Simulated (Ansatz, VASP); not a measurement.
Given: the input of a run of VASP 6.6.1 on LiF.

Contents of INCAR:

```
SYSTEM = LiF
PREC = Accurate
ENCUT = 520
EDIFF = 1E-7
ISMEAR = -1
SIGMA = 0.05
LREAL = .False.
LASPH = .True.
NELM = 60
ALGO = Normal
ISIF = 2
LWAVE = .False.
LCHARG = .True.
GGA = CA
LELF = .True.
LVHAR = .True.
NBANDS = 12
```

File KPOINTS:

```
regular mesh
0
Gamma
  11 11 11
  0 0 0
```

POSCAR

```
LiF
1.0
    0.0000000000      2.0004828142      2.0004828142
    2.0004828142      0.0000000000      2.0004828142
    2.0004828142      2.0004828142      0.0000000000
F Li
1 1
Direct
    0.5000000000      0.5000000000      0.5000000000
    0.0000000000      0.0000000000      0.0000000000
```

Potentials or basis: VASP PAW LDA potentials, release 64 (F, Li_sv).

Launch:

```sh
$ cat potpaw_LDA.64/F/POTCAR potpaw_LDA.64/Li_sv/POTCAR > POTCAR
$ mpirun -np 1 vasp_std > vasp.out
```

Question: Translate it to Ansatz 0.2.0. Potentials there: all-electron LAPW, scalar-relativistic.

Answer: As run (the cutoff follows the program's own potentials):

Contents of input.yaml:

```yaml
crystal:
  lattice:
    - [0.0, 2.0004828142, 2.0004828142]
    - [2.0004828142, 0.0, 2.0004828142]
    - [2.0004828142, 2.0004828142, 0.0]
  atoms:
    - { symbol: F, position: [0.5, 0.5, 0.5] }
    - { symbol: Li, position: [0.0, 0.0, 0.0] }
kpoints:
  mp_grid: { grid: [11, 11, 11] }
scf:
  occupations: { method: fermi_dirac, width: 0.05 }
hamiltonian:
  xc: lda
  pseudopotentials: { kind: all_electron, lapw: { basis_error: 0.001 } }
output:
  forces: true
  stress: true
  eigenvalues: true
```

Potentials or basis: all-electron LAPW, scalar-relativistic.

Command:

```bash
$ ansatz run input.yaml --threads 1 --pin off --max-ram 3072MiB --backend cpu --events-out ev --progress --plain --runs-dir out
```

Both were run:

|  | VASP | Ansatz | Ansatz less VASP |
| --- | --- | --- | --- |
| gap on the k mesh at the Fermi level (eV) | 9.02 | 9.00 | -0.018 |
| least direct gap on the mesh (eV) | 9.02 | 9.00 | -0.018 |

LDA's correlation is that of Perdew and Zunger in VASP and of Perdew and Wang (1992) in Ansatz. Ansatz ran all-electron here, and VASP with PAW potentials.

Noted on VASP's run: the cutoff is short for stress, so the pressure is rough.
